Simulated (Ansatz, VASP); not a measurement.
# Ge2Sb2S in VASP and in Ansatz

```
Ge Sb S
1.0
     5.63965    0.00000    0.00000
     0.00000    5.63965    0.00000
     0.00000    0.00000    3.91666
Ge Sb S
2 2 1
Direct
  0.00000 0.00000 0.00000
  0.50000 0.50000 0.50000
  0.00000 0.50000 0.00000
  0.50000 0.00000 0.00000
  0.50000 0.50000 0.00000
```

Alike in both runs: task relaxation of cell and atoms; functional PBE; k mesh 4 × 4 × 4; occupations gaussian, width 0.1 eV; no spin polarisation.

|  | VASP | Ansatz |
| --- | --- | --- |
| version | VASP 6.6.1 | Ansatz 0.2.0 |
| potentials or method | VASP PAW PBE potentials, release 64 (Ge_d, Sb, S), cutoff 600 eV | scalar-relativistic, plane waves, PAW |
| valence electrons in the cell | 44 | 64 |

```tsv
	VASP	Ansatz	Ansatz less VASP
gap on the k mesh at the Fermi level, each at its own relaxed structure (eV)	none	none	-
relaxed volume (Å³/atom)	31.92	31.98	+0.063
relaxed cell length with the largest relative difference (Å)	5.021	5.028	+0.0063
```

A gap of «none» marks a metal or a gap that the smearing closes. VASP's potentials hold 44 valence electrons a cell and Ansatz's 64, so a difference there can come from the potentials and not from the codes.

The k mesh is coarse, so the values compare programs but aren't converged. Neither program's run includes spin-orbit coupling. Noted on VASP's run: the volume moved by over 15 % at a fixed basis, so the end points are rough.
